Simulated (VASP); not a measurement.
# Ti3Se (Fm-3m) in VASP: further runs, part 2 of 2

VASP 6.6.1. The steps go on from the part before.

## 4. Relaxation of cell and atoms, PBE, collinear spin

This run uses another cell than the first one, of 16.25 Å³/atom, 1.016 times its volume.

File INCAR:

```
SYSTEM = Ti3Se
ALGO     = Normal         ! electronic algorithm
EDIFF    = 1E-6           ! SCF threshold, eV
EDIFFG   = -0.04          ! ionic threshold
ENCUT    = 600            ! plane-wave cutoff, eV
GGA      = PE             ! functional
IBRION   = 2              ! ionic algorithm
ISIF     = 3              ! what is computed and relaxed
ISMEAR   = 0              ! smearing method
ISPIN    = 2              ! spin polarisation
LASPH    = .True.         ! aspherical terms in the spheres
LCHARG   = .False.        ! write CHGCAR
LMAXMIX  = 4              ! l up to which the mixer works
LORBIT   = 11             ! projections on sites
LREAL    = .False.        ! projectors in reciprocal space
LWAVE    = .False.        ! write WAVECAR
MAGMOM   = 0 0 0.27 0     ! initial moments
NELM     = 150            ! most SCF steps
NSW      = 90             ! ionic steps
PREC     = Accurate       ! precision mode
SIGMA    = 0.1            ! smearing width, eV
```

File KPOINTS:

```
k-points
0
Gamma
  6 6 6
  0 0 0
```

File POSCAR:

```
Ti3Se
1.0
    0.0000000000      3.1909792735      3.1909792735
    3.1909792735      0.0000000000      3.1909792735
    3.1909792735      3.1909792735      0.0000000000
Ti Se
3 1
Direct
    0.2500000000      0.2500000000      0.2500000000
    0.7500000000      0.7500000000      0.7500000000
    0.5000000000      0.5000000000      0.5000000000
    0.0000000000      0.0000000000      0.0000000000
```

Potentials or basis: VASP PAW PBE potentials, release 64 (Ti_sv, Se).

Launch:

```sh
cat potpaw_PBE.64/Ti_sv/POTCAR potpaw_PBE.64/Se/POTCAR > POTCAR
mpirun -np 1 vasp_std > vasp.out
```

OUTCAR:

```text
SYSTEM = Ti3Se
   EDIFF = 1E-6
   EDIFFG = -0.04
   ENCUT = 600
   GGA = PE
   IBRION = 2
   ISIF = 3
   ISMEAR = 0
   ISPIN = 2
   LASPH = .True.
   LORBIT = 11
   LREAL = .False.
   NELM = 150
   NSW = 90
   PREC = Accurate

 ion  position               nearest neighbor table
   1  0.250  0.250  0.250-   4 2.76   4 2.76   4 2.76   3 2.76   4 2.76   3 2.76   3 2.76   3 2.76

   2  0.750  0.750  0.750-   3 2.76   3 2.76   3 2.76   3 2.76   4 2.76   4 2.76   4 2.76   4 2.76

   3  0.500  0.500  0.500-   1 2.76   1 2.76   1 2.76   1 2.76   2 2.76   2 2.76   2 2.76   2 2.76

   4  0.000  0.000  0.000-   2 2.76   2 2.76   2 2.76   1 2.76   2 2.76   1 2.76   1 2.76   1 2.76

  LATTYP: Found a face centered cubic cell.
 ALAT       =     6.3819585470

  Lattice vectors:

 A1 = (   0.0000000000,   3.1909792735,   3.1909792735)
 A2 = (   3.1909792735,   0.0000000000,   3.1909792735)
 A3 = (   3.1909792735,   3.1909792735,   0.0000000000)

Analysis of symmetry for initial positions (statically):
=====================================================================
 Subroutine PRICEL returns:
 Original cell was already a primitive cell.

 Routine SETGRP: Setting up the symmetry group for a
 face centered cubic supercell.

 Subroutine GETGRP returns: Found 48 space group operations
 (whereof 48 operations were pure point group operations)
 out of a pool of 48 trial point group operations.

The static configuration has the point symmetry O_h .

Analysis of symmetry for dynamics (positions and initial velocities):
=====================================================================
 Subroutine PRICEL returns:
 Original cell was already a primitive cell.

 Routine SETGRP: Setting up the symmetry group for a
 face centered cubic supercell.

 Subroutine GETGRP returns: Found 48 space group operations
 (whereof 48 operations were pure point group operations)
 out of a pool of 48 trial point group operations.

The dynamic configuration has the point symmetry O_h .

Analysis of structural, dynamic, and magnetic symmetry:
=====================================================================
 Subroutine PRICEL returns:
 Original cell was already a primitive cell.

 Routine SETGRP: Setting up the symmetry group for a
 face centered cubic supercell.

 Subroutine GETGRP returns: Found 48 space group operations
 (whereof 48 operations were pure point group operations)
 out of a pool of 48 trial point group operations.

The overall configuration has the point symmetry O_h .

 Subroutine INISYM returns: Found 48 space group operations
 (whereof 48 operations are pure point group operations),
 and found     1 'primitive' translations

----------------------------------------------------------------------------------------

                                     Primitive cell

  volume of cell :      64.9833

  direct lattice vectors                    reciprocal lattice vectors
     0.000000000  3.190979273  3.190979273    -0.156691710  0.156691710  0.156691710
     3.190979273  0.000000000  3.190979273     0.156691710 -0.156691710  0.156691710
     3.190979273  3.190979273  0.000000000     0.156691710  0.156691710 -0.156691710

  length of vectors
     4.512726166  4.512726166  4.512726166     0.271398003  0.271398003  0.271398003

[... 64 lines left out ...]
   NGXF,Y,Z  is equivalent  to a cutoff of  26.52, 26.52, 26.52 a.u.
 SYSTEM =  Ti3Se
   PREC   = accura    normal or accurate (medium, high low for compatibility)
   ISTART =      0    job   : 0-new  1-cont  2-samecut
   ICHARG =      2    charge: 1-file 2-atom 10-const
   ISPIN  =      2    spin polarized calculation?
   LNONCOLLINEAR =      F non collinear calculations
   LSORBIT =      F    spin-orbit coupling
   LASPH  =      T    aspherical Exc in radial PAW
   ENCUT  =  600.0 eV  44.10 Ry    6.64 a.u.   9.01  9.01  9.01*2*pi/ulx,y,z
   NELM   =    150;   NELMIN=  2; NELMDL= -5     # of ELM steps
   EDIFF  = 0.1E-05   stopping-criterion for ELM
   LREAL  =      F    real-space projection
   EDIFFG = -.4E-01   stopping-criterion for IOM
   NSW    =     90    number of steps for IOM
   IBRION =      2    ionic relax: 0-MD 1-quasi-New 2-CG
   NFREE  =      1    steps in history (QN), initial steepest desc. (CG)
   ISIF   =      3    stress and relaxation
   ISYM   =      2    0-nonsym 1-usesym 2-fastsym
   POTIM  = 0.5000    time-step for ionic-motion
   TEBEG  =    0.0;   TEEND  =   0.0 temperature during run
   PSTRESS=    0.0 pullay stress
   NELECT =      42.0000    total number of electrons
   NUPDOWN=      -1.0000    fix difference up-down
   EMIN   =  10.00;   EMAX   =-10.00  energy-range for DOS
   EFERMI =   0.00;   METHOD = LEGACY
   ISMEAR =     0;   SIGMA  =   0.10  broadening in eV -4-tet -1-fermi 0-gaus
   EFERMI_NEDOS =   21; number of points for ismear=-14 and -15
   IALGO  =     38    algorithm
   IMIX   =      4    mixing-type and parameters
     AMIX     =   0.40;   BMIX     =  1.00
     AMIX_MAG =   1.60;   BMIX_MAG =  1.00
  volume/ion in A,a.u.               =      16.25       109.63
  Fermi-wavevector in a.u.,A,eV,Ry     =   1.415437  2.674789 27.258763  2.003463
  Thomas-Fermi vector in A             =   2.536876
   LORBIT       =     11    0 simple, 1 ext, 2 COOP (PROOUT), +10 PAW based schemes
   GGA     = PE    functional components
   LHFCALC =     F    Hartree Fock is set to
   AEXX    =    0.0000 exact exchange contribution
   IVDW    =     0    specifies the selected vdW correction
   LEPSILON=     F    determine dielectric tensor
   LRPA    =     F    only Hartree local field effects (RPA)
 conjugate gradient relaxation of ions
 spin polarized calculation
 Gauss-broadening in eV      SIGMA  =   0.10
  energy-cutoff  :      600.00
  volume of cell :       64.98
 maximum number of plane-waves:      2200
   NGX = 17   NGY = 17   NGZ = 17

--------------------------------------- Ionic step        1  -------------------------------------------

 number of electron      42.0000011 magnetization       0.0033766

 Free energy of the ion-electron system (eV)
  ---------------------------------------------------
  ext. energy  EPLUGINS =         0.00000000
  ---------------------------------------------------
  free energy    TOTEN  =       -27.28701444 eV

  energy without entropy =      -27.25445484  energy(sigma->0) =      -27.27073464

------------------------ aborting loop because EDIFF is reached ----------------------------------------

  FORCE on cell =-STRESS in cart. coord.  units (eV):
  Direction    XX          YY          ZZ          XY          YZ          ZX
  --------------------------------------------------------------------------------------
  -------------------------------------------------------------------------------------
  Total       -0.6842063     -0.6842063     -0.6842063      0.0000000      0.0000000      0.0000000
  in kB      -16.8692466    -16.8692466    -16.8692466      0.0000000      0.0000000      0.0000000
  external PRESSURE =     -16.8692466 kB  Pullay stress =       0.0000000 kB
[... 63 lines left out ...]
--------------------------------------- Ionic step        3  -------------------------------------------

 number of electron      42.0000004 magnetization       0.0000002

 Free energy of the ion-electron system (eV)
  ---------------------------------------------------
  ext. energy  EPLUGINS =         0.00000000
  ---------------------------------------------------
  free energy    TOTEN  =       -27.29261238 eV

  energy without entropy =      -27.26042104  energy(sigma->0) =      -27.27651671

 E-fermi :   9.5146     XC(G=0): -11.8152

 val. band max:        9.4884791773   @ k =  -0.3333   0.1667   0.0000
 cond. band min:       9.5152106084   @ k =  -0.3333   0.3333   0.1667
 fundamental gap:      0.0267314310
 Fermi energy:         9.5145609701

 spin component 1

 k-point     1 :       0.0000    0.0000    0.0000
  band No.  band energies     occupation
      1     -47.0844      1.00000
      2     -47.0186      1.00000
      3     -46.4468      1.00000
      4     -23.4304      1.00000
      5     -23.4304      1.00000
      6     -23.4304      1.00000
[... 437 lines left out ...]
     24      11.0291      0.00000
     25      11.0773      0.00000
 Fermi energy:         9.5145609701

 spin component 2

 k-point     1 :       0.0000    0.0000    0.0000
  band No.  band energies     occupation
      1     -47.0844      1.00000
      2     -47.0186      1.00000
      3     -46.4467      1.00000
      4     -23.4304      1.00000
      5     -23.4304      1.00000
      6     -23.4304      1.00000
[... 468 lines left out ...]
  FREE ENERGIE OF THE ION-ELECTRON SYSTEM (eV)
  ---------------------------------------------------
  free  energy   TOTEN  =       -27.2926123817 eV

  energy  without entropy=      -27.2604210409  energy(sigma->0) =      -27.27651671

 reached required accuracy - stopping structural energy minimisation

 total charge

# of ion       s       p       d       tot
------------------------------------------
    1        2.178   6.118   2.058  10.354
    2        2.178   6.118   2.058  10.354
    3        2.252   6.038   2.190  10.480
    4        1.437   2.245   0.126   3.808
--------------------------------------------------
tot          8.045  20.518   6.431  34.995

 magnetization (x)

# of ion       s       p       d       tot
------------------------------------------
    1        0.000  -0.000   0.000   0.000
    2        0.000  -0.000   0.000   0.000
    3        0.000   0.000   0.000   0.000
    4       -0.000   0.000   0.000   0.000
--------------------------------------------------
tot          0.000   0.000   0.000   0.000
```

Wall time 2.2 min (1 thread of AMD EPYC 9R45 (Zen 5), shared host); peak memory 0.24 GiB.

What came out:

```yaml
Free_energy: -27.2926 eV
Relaxed_volume: 15.98 Å³/atom
Relaxed_cell: a = 4.488 Å, b = 4.488 Å, c = 4.488 Å, α = 60.00°, β = 60.00°, γ = 60.00°
Space_group_after_relaxing_to_0.05_Å: Fm-3m (No. 225)
Energy_gained_by_relaxing: 1.4 meV/atom
Ionic_steps: 3
Pressure_after_relaxing: 0.0 GPa
Band_gap_on_the_k_mesh: zero (filled and empty bands overlap)
Net_moment: 0.00 μB per cell
Valence_electrons_inside_the_program's_atomic_spheres: Ti 10.35, 10.48; Se 3.81
```

The path:
```
step  energy change (eV)  largest force (eV/Å)  pressure (GPa)  volume (Å³)
   1              0.0000                0.0000           -1.69        64.98
   2             -0.0041                0.0000            0.89        63.39
   3             -0.0056                0.0000            0.00        63.93
```

Final structure:
```
CELL_PARAMETERS angstrom
0.00000 3.17365 3.17365
3.17365 0.00000 3.17365
3.17365 3.17365 0.00000
ATOMIC_POSITIONS crystal
Ti 0.25000 0.25000 0.25000
Ti 0.75000 0.75000 0.75000
Ti 0.50000 0.50000 0.50000
Se 0.00000 0.00000 0.00000
```

## 5. The runs side by side

```tsv
task	spin	cell	k mesh	cutoff (eV)	gap on the mesh (eV)	pressure (GPa)	moment (μB)	relaxed volume (Å³/atom)
single point	collinear	a = 4.489 Å, angles 60.0°, 4 atoms	6 × 6 × 6	520	none	0.0	0.00	-
relaxation of cell and atoms	collinear, ferromagnetic start	relaxed from a = 5.117 Å, angles 60.0°, 4 atoms	4 × 4 × 4	600	none	-0.1	0.57	16.25
relaxation of cell and atoms	collinear	relaxed from a = 4.513 Å, angles 60.0°, 4 atoms	6 × 6 × 6	600	none	0.0	0.00	15.98
```

Alike in all rows: level PBE; potentials or basis VASP PAW PBE potentials, release 64 (Ti_sv, Se); smearing gaussian 0.1 eV.

Caveats: some runs use coarse meshes; the volume moved by over 15 % at a fixed basis, so the end points are rough (some runs).

Absolute energies hang on the potentials; compare differences alone.
